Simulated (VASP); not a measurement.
# BaAlH6 (P1) in VASP: relaxation of cell and atoms with PBE

Aim: the relaxation of cell and atoms of BaAlH6 with PBE.

All numbers are computed with VASP 6.6.1; they aren't measurements. Logs are shortened: lines on timing, memory, paths and dates and some standing lists are left out, and cuts for length are marked.

### Step 1. The cell of the first run

The typed cell holds 8 atoms: a = 5.570 Å, b = 5.535 Å, c = 5.537 Å, α = 57.63°, β = 58.22°, γ = 57.75°.

### Step 2. Relaxation of cell and atoms, PBE

INCAR

```
SYSTEM = BaAlH6
PREC     = Accurate       ! precision mode
ENCUT    = 600            ! plane-wave cutoff, eV
EDIFF    = 1E-6           ! SCF threshold, eV
ISMEAR   = 0              ! smearing method
SIGMA    = 0.1            ! smearing width, eV
LREAL    = .False.        ! projectors in reciprocal space
LASPH    = .True.         ! aspherical terms in the spheres
NELM     = 80             ! most SCF steps
ALGO     = Normal         ! electronic algorithm
ISIF     = 3              ! what is computed and relaxed
LWAVE    = .False.        ! write WAVECAR
LCHARG   = .False.        ! write CHGCAR
GGA      = PE             ! functional
IBRION   = 2              ! ionic algorithm
NSW      = 100            ! ionic steps
EDIFFG   = -0.015         ! ionic threshold
```

KPOINTS

```
Automatic mesh
0
Gamma
  4 4 4
  0 0 0
```

POSCAR

```
BaAlH6
1.0
    0.1070155319      3.9243659375      3.9516076411
    3.9093788384      0.1435647775      3.9150583956
    3.9247124267      3.9031502802      0.1282311892
Ba Al H
1 1 6
Direct
    0.4907705068      0.5196535323      0.5069360076
    0.2629336863      0.2426381890      0.2434358999
    0.0358904912      0.4837196467      0.4663215066
    0.4689030851      0.0302569043      0.0215466767
    0.4668004376      0.4703748581      0.0223418945
    0.0270210837      0.0246288303      0.4681306608
    0.0229499424      0.4413947005      0.0455689346
    0.4747307669      0.0373333387      0.4757184193
```

Potentials or basis: VASP PAW PBE potentials, release 64 (Ba_sv, Al, H).

Run with:

```
cat potpaw_PBE.64/Ba_sv/POTCAR potpaw_PBE.64/Al/POTCAR potpaw_PBE.64/H/POTCAR > POTCAR
mpirun -np 1 vasp_std > vasp.out
```

OUTCAR:

```text
SYSTEM = BaAlH6
   PREC = Accurate
   ENCUT = 600
   EDIFF = 1E-6
   ISMEAR = 0
   LREAL = .False.
   LASPH = .True.
   NELM = 80
   ISIF = 3
   GGA = PE
   IBRION = 2
   NSW = 100
   EDIFFG = -0.015

 ion  position               nearest neighbor table
   1  0.491  0.520  0.507-   6 2.60   5 2.65   4 2.66   4 2.68   7 2.71   8 2.73   7 2.74   6 2.77
                             3 2.77   8 2.82   2 3.17   2 3.24   2 3.42   2 3.54
   2  0.263  0.243  0.243-   5 1.67   4 1.68   7 1.70   8 1.71   6 1.76   3 1.79   1 3.17   1 3.24
                             1 3.42   1 3.54
   3  0.036  0.484  0.466-   2 1.79   1 2.77
   4  0.469  0.030  0.022-   2 1.68   1 2.66   1 2.68
   5  0.467  0.470  0.022-   2 1.67   1 2.65
   6  0.027  0.025  0.468-   2 1.76   1 2.60   1 2.77
   7  0.023  0.441  0.046-   2 1.70   1 2.71   1 2.74
   8  0.475  0.037  0.476-   2 1.71   1 2.73   1 2.82

  LATTYP: Found a triclinic cell.
 ALAT       =     9.3671387648
 B/A-ratio  =     0.5724537012
 C/A-ratio  =     0.5910706659
 COS(alpha) =     0.0054384237
 COS(beta)  =     0.3194416189
 COS(gamma) =     0.8547409200

  Lattice vectors:

 A1 = (   7.7117421449,  -3.6372363825,   3.8785091501)
 A2 = (   3.8023633065,  -3.7808011600,  -0.0365492455)
 A3 = (   3.9247124267,   3.9031502802,   0.1282311892)

Analysis of symmetry for initial positions (statically):
=====================================================================
 Subroutine PRICEL returns:
 Original cell was already a primitive cell.

 Routine SETGRP: Setting up the symmetry group for a
 triclinic supercell.

 Subroutine GETGRP returns: Found  1 space group operations
 (whereof  1 operations were pure point group operations)
 out of a pool of  2 trial point group operations.

The static configuration has the point symmetry C_1 .

Analysis of symmetry for dynamics (positions and initial velocities):
=====================================================================
 Subroutine PRICEL returns:
 Original cell was already a primitive cell.

 Routine SETGRP: Setting up the symmetry group for a
 triclinic supercell.

 Subroutine GETGRP returns: Found  1 space group operations
 (whereof  1 operations were pure point group operations)
 out of a pool of  2 trial point group operations.

The dynamic configuration has the point symmetry C_1 .

 Subroutine INISYM returns: Found  1 space group operations
 (whereof  1 operations are pure point group operations),
 and found     1 'primitive' translations

----------------------------------------------------------------------------------------

                                     Primitive cell

  volume of cell :     114.7697

  direct lattice vectors                    reciprocal lattice vectors
     0.107015532  3.924365938  3.951607641    -0.132984981  0.129513005  0.128042832
     3.909378838  0.143564777  3.915058396     0.130003712 -0.135011204  0.130559762
     3.924712427  3.903150280  0.128231189     0.128926057  0.130952280 -0.133541031

  length of vectors
     5.570215731  5.534576406  5.536640947     0.225507407  0.228418129  0.227164334

  position of ions in fractional coordinates (direct lattice)
     0.490770507  0.519653532  0.506936008
     0.262933686  0.242638189  0.243435900
     0.035890491  0.483719647  0.466321507
     0.468903085  0.030256904  0.021546677
     0.466800438  0.470374858  0.022341895
     0.027021084  0.024628830  0.468130661
     0.022949942  0.441394700  0.045568935
     0.474730767  0.037333339  0.475718419

  ion indices of the primitive-cell ions
   primitive index   ion index
                 1           1
                 2           2
                 3           3
                 4           4
                 5           5
                 6           6
                 7           7
                 8           8

----------------------------------------------------------------------------------------

 KPOINTS: Automatic mesh

Automatic generation of k-mesh.
 Grid dimensions read from file:
 generate k-points for:    4    4    4

 Generating k-lattice:

  Cartesian coordinates                     Fractional coordinates (reciprocal lattice)
    -0.033246245  0.032378251  0.032010708     0.250000000 -0.000000000 -0.000000000
     0.032500928 -0.033752801  0.032639940     0.000000000  0.250000000 -0.000000000
     0.032231514  0.032738070 -0.033385258     0.000000000  0.000000000  0.250000000

  Length of vectors
     0.056376852  0.057104532  0.056791083

  Shift w.r.t. Gamma in fractional coordinates (k-lattice)
     0.000000000  0.000000000  0.000000000

 Subroutine IBZKPT returns following result:
 ===========================================

 Found     36 irreducible k-points:

 Following reciprocal coordinates:
            Coordinates               Weight
  0.000000  0.000000  0.000000      1.000000
  0.250000  0.000000  0.000000      2.000000
  0.500000  0.000000  0.000000      1.000000
  0.000000  0.250000 -0.000000      2.000000
  0.250000  0.250000 -0.000000      2.000000
  0.500000  0.250000  0.000000      2.000000
[... 16 lines left out ...]
  0.000000 -0.250000  0.250000      2.000000
  0.250000 -0.250000  0.250000      2.000000
 [... further k-points ...]
   k-points           NKPTS =     36   k-points in BZ     NKDIM =     36   number of bands    NBANDS=     14
   number of dos      NEDOS =    301   number of ions     NIONS =      8
   total plane-waves  NPLWV = 110592
   dimension x,y,z NGX =    48 NGY =   48 NGZ =   48
   dimension x,y,z NGXF=    96 NGYF=   96 NGZF=   96
   ions per type =               1   1   6
   NGX,Y,Z   is equivalent  to a cutoff of  14.33, 14.42, 14.41 a.u.
   NGXF,Y,Z  is equivalent  to a cutoff of  28.65, 28.84, 28.83 a.u.
 SYSTEM =  BaAlH6
   PREC   = accura    normal or accurate (medium, high low for compatibility)
   ISTART =      0    job   : 0-new  1-cont  2-samecut
   ICHARG =      2    charge: 1-file 2-atom 10-const
   ISPIN  =      1    spin polarized calculation?
   LNONCOLLINEAR =      F non collinear calculations
   LSORBIT =      F    spin-orbit coupling
   LASPH  =      T    aspherical Exc in radial PAW
   ENCUT  =  600.0 eV  44.10 Ry    6.64 a.u.  11.13 11.05 11.06*2*pi/ulx,y,z
   NELM   =     80;   NELMIN=  2; NELMDL= -5     # of ELM steps
   EDIFF  = 0.1E-05   stopping-criterion for ELM
   LREAL  =      F    real-space projection
   EDIFFG = -.1E-01   stopping-criterion for IOM
   NSW    =    100    number of steps for IOM
   IBRION =      2    ionic relax: 0-MD 1-quasi-New 2-CG
   NFREE  =      1    steps in history (QN), initial steepest desc. (CG)
   ISIF   =      3    stress and relaxation
   ISYM   =      2    0-nonsym 1-usesym 2-fastsym
   POTIM  = 0.5000    time-step for ionic-motion
   TEBEG  =    0.0;   TEEND  =   0.0 temperature during run
   PSTRESS=    0.0 pullay stress
   NELECT =      19.0000    total number of electrons
   NUPDOWN=      -1.0000    fix difference up-down
   EMIN   =  10.00;   EMAX   =-10.00  energy-range for DOS
   EFERMI =   0.00;   METHOD = LEGACY
   ISMEAR =     0;   SIGMA  =   0.10  broadening in eV -4-tet -1-fermi 0-gaus
   EFERMI_NEDOS =   21; number of points for ismear=-14 and -15
   IALGO  =     38    algorithm
   IMIX   =      4    mixing-type and parameters
     AMIX     =   0.40;   BMIX     =  1.00
     AMIX_MAG =   1.60;   BMIX_MAG =  1.00
  volume/ion in A,a.u.               =      14.35        96.81
  Fermi-wavevector in a.u.,A,eV,Ry     =   0.898911  1.698696 10.994075  0.808042
  Thomas-Fermi vector in A             =   2.021680
   LORBIT       =      0    0 simple, 1 ext, 2 COOP (PROOUT), +10 PAW based schemes
   GGA     = PE    functional components
   LHFCALC =     F    Hartree Fock is set to
   AEXX    =    0.0000 exact exchange contribution
   IVDW    =     0    specifies the selected vdW correction
   LEPSILON=     F    determine dielectric tensor
   LRPA    =     F    only Hartree local field effects (RPA)
 conjugate gradient relaxation of ions
 non-spin polarized calculation
 Gauss-broadening in eV      SIGMA  =   0.10
  energy-cutoff  :      600.00
  volume of cell :      114.77
 maximum number of plane-waves:      3848
 NGX is ok and might be reduce to    48
   NGX = 23   NGY = 23   NGZ = 23

--------------------------------------- Ionic step        1  -------------------------------------------

 number of electron      18.9999999 magnetization

 Free energy of the ion-electron system (eV)
  ---------------------------------------------------
  ext. energy  EPLUGINS =         0.00000000
  ---------------------------------------------------
  free energy    TOTEN  =       -25.69003626 eV

  energy without entropy =      -25.66830996  energy(sigma->0) =      -25.67917311

------------------------ aborting loop because EDIFF is reached ----------------------------------------

  FORCE on cell =-STRESS in cart. coord.  units (eV):
  Direction    XX          YY          ZZ          XY          YZ          ZX
  --------------------------------------------------------------------------------------
  -------------------------------------------------------------------------------------
  Total        0.7910579      1.5247358      1.2213458     -1.0669536     -2.0379062     -0.2946430
  in kB       11.0431107     21.2852015     17.0498995    -14.8945956    -28.4490235     -4.1131950
  external PRESSURE =      16.4594039 kB  Pullay stress =       0.0000000 kB
[... 107 lines left out ...]
  FREE ENERGIE OF THE ION-ELECTRON SYSTEM (eV)
  ---------------------------------------------------
  free  energy   TOTEN  =       -25.8599512146 eV

  energy  without entropy=      -25.8384909348  energy(sigma->0) =      -25.84922107

[... ionic steps 4 to 18 ...]

--------------------------------------- Ionic step       19  -------------------------------------------

 number of electron      18.9999999 magnetization

------------------------ aborting loop because EDIFF is reached ----------------------------------------
[... 79 lines left out ...]
--------------------------------------- Ionic step       21  -------------------------------------------

 number of electron      18.9999999 magnetization

 Free energy of the ion-electron system (eV)
  ---------------------------------------------------
  ext. energy  EPLUGINS =         0.00000000
  ---------------------------------------------------
  free energy    TOTEN  =       -25.89950821 eV

  energy without entropy =      -25.87807430  energy(sigma->0) =      -25.88879126

 E-fermi :  -1.1076     XC(G=0):  -7.4021

 val. band max:       -1.2248205204   @ k =   0.0000   0.0000   0.0000
 cond. band min:      -1.0933058595   @ k =   0.5000  -0.2500   0.2500
 fundamental gap:      0.1315146609
 Fermi energy:        -1.1076355060

 k-point     1 :       0.0000    0.0000    0.0000
  band No.  band energies     occupation
      1     -27.1369      2.00000
      2     -12.3650      2.00000
      3     -12.3634      2.00000
      4     -12.3631      2.00000
      5      -7.3014      2.00000
      6      -3.5351      2.00000
      7      -3.5162      2.00000
      8      -3.5106      2.00000
      9      -1.2580      1.96655
     10      -1.2248      1.90253
     11       2.6350      0.00000
     12       5.4900      0.00000
     13       5.5017      0.00000
     14       5.5307      0.00000
[... 377 lines left out ...]
      1     -27.1316      2.00000
      2     -12.5473      2.00000
      3     -12.4454      2.00000
      4     -12.4170      2.00000
      5      -6.5629      2.00000
      6      -3.7483      2.00000
      7      -3.2280      2.00000
      8      -3.0567      2.00000
      9      -1.8215      2.00000
     10      -1.0432      0.36235
     11       3.2452      0.00000
     12       3.9863      0.00000
     13       4.3530      0.00000
     14       5.1875      0.00000

 [... further k-points ...]
[... 5 lines left out ...]
  --------------------------------------------------------------------------------------
  -------------------------------------------------------------------------------------
  Total       -0.0198515     -0.0067454      0.0033874      0.0113072      0.0085883     -0.0071544
  in kB       -0.2685130     -0.0912386      0.0458187      0.1529422      0.1161653     -0.0967708
  external PRESSURE =      -0.1046443 kB  Pullay stress =       0.0000000 kB
[... 23 lines left out ...]
  FREE ENERGIE OF THE ION-ELECTRON SYSTEM (eV)
  ---------------------------------------------------
  free  energy   TOTEN  =       -25.8995082133 eV

  energy  without entropy=      -25.8780742975  energy(sigma->0) =      -25.88879126

 reached required accuracy - stopping structural energy minimisation
```

Wall time 8.8 min (1 thread of Intel Xeon Platinum 8559C (Emerald Rapids), shared host); peak memory 0.4 GiB.

Results:

| Property | Result |
| --- | --- |
| Free energy | -25.8995 eV |
| Relaxed volume | 14.81 Å³/atom |
| Relaxed cell | a = 5.503 Å, b = 5.516 Å, c = 5.500 Å, α = 60.40°, β = 59.98°, γ = 60.06° |
| Space group after relaxing (to 0.1 Å) | F-43m (No. 216) |
| Energy gained by relaxing | 26.2 meV/atom |
| Ionic steps | 21 |
| Pressure after relaxing | 0.0 GPa |
| Largest force after relaxing | 0.011 eV/Å |
| Band gap on the k mesh | zero (an odd number of electrons rules out a gap without spin polarisation) |

Forces on the atoms (eV/Å):
```
Ba   0.002 -0.002 -0.007
Al  -0.007 -0.005 -0.003
H   -0.003  0.009  0.004
H    0.005  0.000  0.006
H   -0.005 -0.003  0.001
H   -0.002  0.006 -0.004
H    0.006 -0.003  0.004
H    0.004 -0.002  0.000
```

Step by step:
```tsv
step	energy change (eV)	largest force (eV/Å)	pressure (GPa)	volume (Å³)
1	0.0000	1.0101	1.65	114.77
2	-0.1420	0.4060	0.31	117.21
3	-0.1699	0.3465	-0.44	118.99
4	-0.1899	0.2239	-0.20	118.54
5	-0.1979	0.1057	0.12	117.99
6	-0.1979	0.1051	0.11	118.01
7	-0.2012	0.0884	0.05	118.20
8	-0.2048	0.1639	-0.09	118.68
9	-0.2070	0.0596	-0.06	118.66
10	-0.2075	0.0395	-0.04	118.64
11	-0.2079	0.0328	-0.01	118.54
12	-0.2082	0.0253	0.06	118.32
13	-0.2085	0.0207	0.00	118.41
14	-0.2086	0.0259	-0.05	118.49
15	-0.2089	0.0196	-0.02	118.39
16	-0.2090	0.0224	0.01	118.29
17	-0.2091	0.0205	0.02	118.27
18	-0.2092	0.0254	0.04	118.25
19	-0.2093	0.0177	0.02	118.31
20	-0.2094	0.0161	-0.03	118.47
21	-0.2095	0.0105	-0.01	118.45
```

Final structure:
```
Ba Al H
1.0
     0.00105    3.89023    3.89240
     3.88983   -0.01934    3.91099
     3.87963    3.89899   -0.00756
Ba Al H
1 1 6
Direct
  0.49912 0.50206 0.50021
  0.25062 0.24929 0.25005
  0.02587 0.47363 0.47305
  0.47394 0.02626 0.02588
  0.47301 0.47137 0.02889
  0.02608 0.02943 0.47217
  0.02788 0.46932 0.02798
  0.47348 0.02864 0.47176
```

Levels at points of the mesh, in eV from the Fermi level:
| k point | band 7 | band 8 | band 9 | band 10 | band 11 | band 12 |
| --- | --- | --- | --- | --- | --- | --- |
| (0.00, 0.00, 0.00) | -2.41 | -2.40 | -0.15 | -0.12 | 3.74 | 6.60 |
| (0.50, 0.00, 0.00) | -2.06 | -2.04 | -0.22 | -0.18 | 4.34 | 5.01 |
| (0.00, 0.50, 0.00) | -2.06 | -2.04 | -0.20 | -0.19 | 4.32 | 5.00 |
| (0.50, 0.50, 0.00) | -1.87 | -1.86 | -1.15 | 0.43 | 4.18 | 4.91 |
| (0.00, 0.00, 0.50) | -2.06 | -2.05 | -0.22 | -0.18 | 4.33 | 5.00 |
| (0.50, 0.00, 0.50) | -1.87 | -1.86 | -1.15 | 0.43 | 4.18 | 4.91 |
| (0.00, 0.50, 0.50) | -1.88 | -1.87 | -1.14 | 0.42 | 4.18 | 4.93 |
| (0.50, 0.50, 0.50) | -2.06 | -2.04 | -0.23 | -0.18 | 4.33 | 5.01 |

Caveat: spin-orbit coupling is left out, which moves the levels of the heavy elements.
